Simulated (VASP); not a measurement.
# Ti (P6/mmm) in VASP: single point with LDA

Aim: the single point of Ti with LDA.

Program: VASP 6.6.1. These are calculated values, not measurements. Logs are shortened: lines on timing, memory, paths and dates and some standing lists are left out, and cuts for length are marked.

### Step 1. The cell of the first run

Symmetry: P6/mmm, No. 191, hexagonal system. The conventional cell has a = 3.109 Å, b = 3.109 Å, c = 4.920 Å, α = 90.00°, β = 90.00°, γ = 120.00°. Ti (site symmetry 6/mmm) has 6 Ti at 3.11 Å within 4.1 Å.

### Step 2. Single point, LDA

Input file INCAR:

```
ALGO = Normal
EDIFF = 1E-6
ENCUT = 520
GGA = CA
ISIF = 2
ISMEAR = -1
LASPH = True
LCHARG = False
LREAL = False
LWAVE = False
NBANDS = 12
NELM = 100
PREC = Accurate
SIGMA = 0.02
```

Input file KPOINTS:

```
k-points
0
Gamma
  11 11 6
```

Input file POSCAR:

```
Ti
1.0
    3.1089940000      0.0000000000      0.0000000000
   -1.5544970000      2.6924680000      0.0000000000
    0.0000000000      0.0000000000      4.9204670000
Ti
1
Direct
    0.3333333333      0.6666666667      0.5000000000
```

Potentials or basis: VASP PAW LDA potentials, release 64 (Ti_sv).

Started as:

```
cat potpaw_LDA.64/Ti_sv/POTCAR > POTCAR
mpirun -np 1 vasp_std > vasp.out
```

OUTCAR:

```text
EDIFF = 1E-6
   ENCUT = 520
   GGA = CA
   ISIF = 2
   ISMEAR = -1
   LASPH = True
   LREAL = False
   NELM = 100
   PREC = Accurate

 ion  position               nearest neighbor table
   1  0.333  0.667  0.500-

  LATTYP: Found a hexagonal cell.
 ALAT       =     3.1089940000
 C/A-ratio  =     1.5826556758

  Lattice vectors:

 A1 = (   3.1089940000,   0.0000000000,   0.0000000000)
 A2 = (  -1.5544970000,   2.6924680000,   0.0000000000)
 A3 = (   0.0000000000,   0.0000000000,   4.9204670000)

Analysis of symmetry for initial positions (statically):
=====================================================================
 Subroutine PRICEL returns:
 Original cell was already a primitive cell.

 Routine SETGRP: Setting up the symmetry group for a
 hexagonal supercell.

 Subroutine GETGRP returns: Found 24 space group operations
 (whereof 12 operations were pure point group operations)
 out of a pool of 24 trial point group operations.

The static configuration has the point symmetry D_3h.
 The point group associated with its full space group is D_6h.

Analysis of symmetry for dynamics (positions and initial velocities):
=====================================================================
 Subroutine PRICEL returns:
 Original cell was already a primitive cell.

 Routine SETGRP: Setting up the symmetry group for a
 hexagonal supercell.

 Subroutine GETGRP returns: Found 24 space group operations
 (whereof 12 operations were pure point group operations)
 out of a pool of 24 trial point group operations.

The dynamic configuration has the point symmetry D_3h.
 The point group associated with its full space group is D_6h.

 Subroutine INISYM returns: Found 24 space group operations
 (whereof 12 operations are pure point group operations),
 and found     1 'primitive' translations

----------------------------------------------------------------------------------------

                                     Primitive cell

  volume of cell :      41.1886

  direct lattice vectors                    reciprocal lattice vectors
     3.108994000  0.000000000  0.000000000     0.321647453  0.185703228  0.000000000
    -1.554497000  2.692468000  0.000000000     0.000000000  0.371406457  0.000000000
     0.000000000  0.000000000  4.920467000     0.000000000  0.000000000  0.203232742

  length of vectors
     3.108994000  3.108994187  4.920467000     0.371406479  0.371406457  0.203232742

  position of ions in fractional coordinates (direct lattice)
     0.333333333  0.666666667  0.500000000

  ion indices of the primitive-cell ions
   primitive index   ion index
                 1           1

----------------------------------------------------------------------------------------

 KPOINTS: k-points

Automatic generation of k-mesh.
 Grid dimensions read from file:
 generate k-points for:   11   11    6

 Generating k-lattice:

  Cartesian coordinates                     Fractional coordinates (reciprocal lattice)
     0.029240678  0.016882112  0.000000000     0.090909091 -0.000000000  0.000000000
     0.000000000  0.033764223  0.000000000     0.000000000  0.090909091  0.000000000
     0.000000000  0.000000000  0.033872124     0.000000000  0.000000000  0.166666667

  Length of vectors
     0.033764225  0.033764223  0.033872124

  Shift w.r.t. Gamma in fractional coordinates (k-lattice)
     0.000000000  0.000000000  0.000000000

 Subroutine IBZKPT returns following result:
 ===========================================

 Found     64 irreducible k-points:

 Following reciprocal coordinates:
            Coordinates               Weight
  0.000000  0.000000  0.000000      1.000000
  0.090909 -0.000000  0.000000      6.000000
  0.181818 -0.000000  0.000000      6.000000
  0.272727 -0.000000  0.000000      6.000000
  0.363636 -0.000000  0.000000      6.000000
  0.454545 -0.000000  0.000000      6.000000
[... 16 lines left out ...]
  0.090909  0.090909  0.166667     12.000000
  0.181818  0.090909  0.166667     24.000000
 [... further k-points ...]
   k-points           NKPTS =     64   k-points in BZ     NKDIM =     64   number of bands    NBANDS=     12
   number of dos      NEDOS =    301   number of ions     NIONS =      1
   total plane-waves  NPLWV =  23040
   dimension x,y,z NGX =    24 NGY =   24 NGZ =   40
   dimension x,y,z NGXF=    48 NGYF=   48 NGZF=   80
   ions per type =               1
   NGX,Y,Z   is equivalent  to a cutoff of  12.83, 12.83, 13.51 a.u.
   NGXF,Y,Z  is equivalent  to a cutoff of  25.67, 25.67, 27.03 a.u.
 SYSTEM =  unknown system
   PREC   = accura    normal or accurate (medium, high low for compatibility)
   ISTART =      0    job   : 0-new  1-cont  2-samecut
   ICHARG =      2    charge: 1-file 2-atom 10-const
   ISPIN  =      1    spin polarized calculation?
   LNONCOLLINEAR =      F non collinear calculations
   LSORBIT =      F    spin-orbit coupling
   LASPH  =      T    aspherical Exc in radial PAW
   ENCUT  =  520.0 eV  38.22 Ry    6.18 a.u.   5.78  5.78  9.15*2*pi/ulx,y,z
   NELM   =    100;   NELMIN=  2; NELMDL= -5     # of ELM steps
   EDIFF  = 0.1E-05   stopping-criterion for ELM
   LREAL  =      F    real-space projection
   EDIFFG = 0.1E-04   stopping-criterion for IOM
   NSW    =      0    number of steps for IOM
   IBRION =     -1    ionic relax: 0-MD 1-quasi-New 2-CG
   NFREE  =      0    steps in history (QN), initial steepest desc. (CG)
   ISIF   =      2    stress and relaxation
   ISYM   =      2    0-nonsym 1-usesym 2-fastsym
   POTIM  = 0.5000    time-step for ionic-motion
   TEBEG  =    0.0;   TEEND  =   0.0 temperature during run
   PSTRESS=    0.0 pullay stress
   NELECT =      12.0000    total number of electrons
   NUPDOWN=      -1.0000    fix difference up-down
   EMIN   =  10.00;   EMAX   =-10.00  energy-range for DOS
   EFERMI =   0.00;   METHOD = LEGACY
   ISMEAR =    -1;   SIGMA  =   0.02  broadening in eV -4-tet -1-fermi 0-gaus
   EFERMI_NEDOS =   21; number of points for ismear=-14 and -15
   IALGO  =     38    algorithm
   IMIX   =      4    mixing-type and parameters
     AMIX     =   0.40;   BMIX     =  1.00
     AMIX_MAG =   1.60;   BMIX_MAG =  1.00
  volume/ion in A,a.u.               =      41.19       277.95
  Fermi-wavevector in a.u.,A,eV,Ry     =   1.085283  2.050887 16.025475  1.177839
  Thomas-Fermi vector in A             =   2.221393
   LORBIT       =      0    0 simple, 1 ext, 2 COOP (PROOUT), +10 PAW based schemes
   GGA     = CA    functional components
   LHFCALC =     F    Hartree Fock is set to
   AEXX    =    0.0000 exact exchange contribution
   IVDW    =     0    specifies the selected vdW correction
   LEPSILON=     F    determine dielectric tensor
   LRPA    =     F    only Hartree local field effects (RPA)
 non-spin polarized calculation
  energy-cutoff  :      520.00
  volume of cell :       41.19
 maximum number of plane-waves:      1126
 NGX is ok and might be reduce to    24
   NGX = 11   NGY = 11   NGZ = 19

 number of electron      11.9999999 magnetization

 Free energy of the ion-electron system (eV)
  ---------------------------------------------------
  ext. energy  EPLUGINS =         0.00000000
  ---------------------------------------------------
  free energy    TOTEN  =        -5.95695268 eV

  energy without entropy =       -5.95155214  energy(sigma->0) =       -5.95425241

 E-fermi :   1.3059     XC(G=0):  -7.8275

 val. band max:        1.2828975182   @ k =   0.3636   0.1818   0.0000
 cond. band min:       1.3127781581   @ k =   0.2727   0.1818   0.5000
 fundamental gap:      0.0298806399
 Fermi energy:         1.3059093126

 k-point     1 :       0.0000    0.0000    0.0000
  band No.  band energies     occupation
      1     -55.3660      2.00000
      2     -32.1336      2.00000
      3     -31.7498      2.00000
      4     -31.7498      2.00000
      5      -2.5872      2.00000
      6       0.8404      2.00000
      7       2.0160      0.00000
      8       2.0160      0.00000
      9       3.0524      0.00000
     10       3.0524      0.00000
     11       3.9274      0.00000
     12       7.6331      0.00000

 k-point     2 :       0.0909   -0.0000    0.0000
  band No.  band energies     occupation
      1     -55.3631      2.00000
      2     -32.1308      2.00000
      3     -31.7711      2.00000
      4     -31.7549      2.00000
      5      -2.3836      2.00000
      6       0.9348      2.00000
      7       1.9051      0.00000
      8       2.1368      0.00000
      9       2.6053      0.00000
     10       3.0246      0.00000
     11       4.5127      0.00000
     12       7.7124      0.00000

 k-point     3 :       0.1818   -0.0000    0.0000
  band No.  band energies     occupation
      1     -55.3554      2.00000
      2     -32.1233      2.00000
      3     -31.8278      2.00000
      4     -31.7683      2.00000
      5      -1.8007      2.00000
      6       1.1727      1.99744
      7       1.6664      0.00000
      8       2.0233      0.00000
      9       2.4776      0.00000
     10       2.9507      0.00000
     11       5.5074      0.00000
     12       7.9594      0.00000
[... 286 lines left out ...]
 k-point    23 :       0.0909    0.0909    0.1667
  band No.  band energies     occupation
      1     -55.3578      2.00000
      2     -32.1258      2.00000
      3     -31.8088      2.00000
      4     -31.7654      2.00000
      5      -1.8890      2.00000
      6       1.0906      1.99996
      7       1.7088      0.00000
      8       2.1437      0.00000
      9       2.3827      0.00000
     10       2.9575      0.00000
     11       4.4810      0.00000
     12       9.0293      0.00000

 k-point    24 :       0.1818    0.0909    0.1667
  band No.  band energies     occupation
      1     -55.3489      2.00000
      2     -32.1171      2.00000
      3     -31.8708      2.00000
      4     -31.7841      2.00000
      5      -1.1575      2.00000
      6       1.2578      1.83461
      7       1.4743      0.00044
      8       1.8366      0.00000
      9       2.8360      0.00000
     10       2.8419      0.00000
     11       5.2937      0.00000
     12       9.5476      0.00000

 [... further k-points ...]
[... 5 lines left out ...]
  --------------------------------------------------------------------------------------
  -------------------------------------------------------------------------------------
  Total       -4.0081556     -4.0081563     -1.6486120      0.0000000      0.0000000      0.0000000
  in kB     -155.9115903   -155.9116153    -64.1286769      0.0000000      0.0000000      0.0000000
  external PRESSURE =    -125.3172942 kB  Pullay stress =       0.0000000 kB

 VOLUME and BASIS-vectors are now :
 -----------------------------------------------------------------------------
  energy-cutoff  :      520.00
  volume of cell :       41.19
      direct lattice vectors                 reciprocal lattice vectors
     3.108994000  0.000000000  0.000000000     0.321647453  0.185703228  0.000000000
    -1.554497000  2.692468000  0.000000000     0.000000000  0.371406457  0.000000000
     0.000000000  0.000000000  4.920467000     0.000000000  0.000000000  0.203232742

 POSITION                                       TOTAL-FORCE (eV/Angst)
 -----------------------------------------------------------------------------------
     -0.00000      1.79498      2.46023         0.000000      0.000000      0.000000
 -----------------------------------------------------------------------------------
    total drift:                                0.000000     -0.000000     -0.000000

  FREE ENERGIE OF THE ION-ELECTRON SYSTEM (eV)
  ---------------------------------------------------
  free  energy   TOTEN  =        -5.9569526846 eV

  energy  without entropy=       -5.9515521432  energy(sigma->0) =       -5.95425241
```

It took 13 s on 1 thread of Intel Xeon Platinum 8259CL at 2.50GHz (Skylake/Cascade Lake), shared host; peak memory 0.16 GiB.

What came out:

```
Free energy            : -5.9570 eV
Pressure               : -12.5 GPa
Band gap on the k mesh : zero (band 6 reaches 1.42 eV, above the bottom of band 7 at 1.19 eV)
```

Stress tensor (GPa, compression positive):
```
-15.59   0.00   0.00
  0.00 -15.59   0.00
  0.00   0.00  -6.41
```

Levels at points of the mesh, in eV from the Fermi level:
```
           k point  band 3  band 4  band 5  band 6  band 7  band 8  band 9  band 10
(0.00, 0.00, 0.00)  -33.06  -33.06   -3.89   -0.47    0.71    0.71    1.75     1.75
(0.00, 0.00, 0.50)  -33.06  -33.06   -3.44   -0.40    0.56    0.71    0.71     1.73
```
